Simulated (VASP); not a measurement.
Runs of VASP 6.6.1 on MoS2. The structure is that of space group P6_3/mmc (No. 194), or close to it. The cells are those of the table. 

| level | cell | smearing | gap on the mesh (eV) | pressure (GPa) | largest force (eV/Å) |
| --- | --- | --- | --- | --- | --- |
| PBE | a = 3.078, b = 3.078, c = 12.603 Å, angles 90.0, 90.0, 120.0°, 6 atoms | fermi-dirac 0.02 eV | 1.09 | 8.5 | 0.12 |
| PBE | a = 3.205, b = 3.205, c = 12.374 Å, angles 90.0, 90.0, 120.0°, 6 atoms | fermi-dirac 0.02 eV | 0.82 | 0.5 | 0.09 |
| r2SCAN | a = 3.205, b = 3.205, c = 12.374 Å, angles 90.0, 90.0, 120.0°, 6 atoms | gaussian 0.01 eV | (a) | -0.7 | (c) |
| PBE | a = 3.141, b = 3.141, c = 12.498 Å, angles 90.0, 90.0, 120.0°, 6 atoms | fermi-dirac 0.02 eV | 1.00 | 4.2 | 0.11 |
| PBE | a = 3.046, b = 3.046, c = 12.662 Å, angles 90.0, 90.0, 120.0°, 6 atoms | fermi-dirac 0.02 eV | 1.15 | 10.9 | (b) |

Alike in all rows: task single point; potentials or basis VASP PAW PBE potentials, release 64 (Mo_sv, S); no spin polarisation; k mesh 12 × 12 × 2; cutoff (eV) 520.

Problem. Fill in the values left out.

Solution. (a) 0.88; (b) 0.13; (c) 0.05.

Caveats: this functional lacks dispersion, which binds the layers, so the pressure and a relaxed spacing across them are unreliable (some runs); the PAW data sets were made with another functional, which shifts forces and pressure a little (some runs).

A k mesh can miss the band edges, and the runs leave out spin-orbit coupling on Mo.
